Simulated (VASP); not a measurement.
Al, 1 atom in the cell. It takes space group I4/mmm (No. 139, tetragonal). The conventional cell has a = 2.945 Å, b = 2.945 Å, c = 3.058 Å, α = 90.00°, β = 90.00°, γ = 90.00°. Al (site symmetry 4/mmm) has 14 Al at 2.58 to 3.06 Å within 3.4 Å. 

- Program: VASP 6.6.1
- Task: single point
- Functional: PBE
- Dispersion: D3(BJ)
- Potentials or basis: VASP PAW PBE potentials, release 64 (Al)
- Cutoff: 520 eV
- k mesh: 22 × 22 × 22
- Occupations: gaussian, width 0.15 eV
- Spin: no spin polarisation
- Dipole correction: no
- Further INCAR settings: ALGO = Normal; EDIFF = 1e-06; NBANDS = 8

Potentials or basis: VASP PAW PBE potentials, release 64 (Al).

Command:

```console
$ cat potpaw_PBE.64/Al/POTCAR > POTCAR
$ mpirun -np 1 vasp_std > vasp.out
```

Hardware: 1 thread of Intel(R) Xeon(R) Platinum 8488C (Sapphire Rapids), with other jobs on the host.

**Question.** Estimate the wall time of this run.

**Answer.** Wall time 35 s on 1 thread of Intel(R) Xeon(R) Platinum 8488C (Sapphire Rapids), on a shared host, peak memory 0.19 GiB. Counts: scf iterations 10, k points 834.
